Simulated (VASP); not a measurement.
Write the native input for VASP 6.6.1 that does the following.

```
Task                   : single point
Functional             : LDA
Potentials or basis    : VASP PAW LDA potentials, release 64 (Ti_sv)
Cutoff                 : 520 eV
k mesh                 : 20 × 20 × 20
Occupations            : gaussian, width 0.15 eV
Spin                   : no spin polarisation
Dipole correction      : no
Further INCAR settings : ALGO = Fast; EDIFF = 1e-06; NBANDS = 12
```

The structure of Ti lies in POSCAR:

```
Ti
1.0
    0.0000000000      2.0005340298      2.0005340298
    1.8604966477      0.0000000000      2.0005340298
    1.8604966477      2.0005340298      0.0000000000
Ti
1
Direct
    0.0000000000      0.0000000000      0.0000000000
```

This cell differs from its parent crystal: normal strain along x -0.0700, normal strain along y +0.0000.

The input as run:

INCAR

```
PREC = Accurate
ENCUT = 520
EDIFF = 1E-6
ISMEAR = 0
SIGMA = 0.15
LREAL = F
LASPH = T
NELM = 80
ALGO = Fast
ISIF = 2
LWAVE = F
LCHARG = F
GGA = CA
NBANDS = 12
```

KPOINTS

```
Automatic mesh
0
Gamma
  20 20 20
```

Potentials or basis: VASP PAW LDA potentials, release 64 (Ti_sv).

Run with:

```sh
$ cat potpaw_LDA.64/Ti_sv/POTCAR > POTCAR
$ mpirun -np 1 vasp_std > vasp.out
```

Results of the run:

| Quantity | Value |
| --- | --- |
| Pressure | 9.7 GPa |
| Band gap on the k mesh | zero (bands 6 and 7 overlap by 1.47 eV) |

Caveat: the cell differs from its parent crystal (normal strain along x -0.0700, normal strain along y +0.0000); the cell stands under pressure.

Wall time 3.1 min on 1 thread of AMD EPYC 9R45 (Zen 5), on a shared host, peak memory 0.18 GiB.
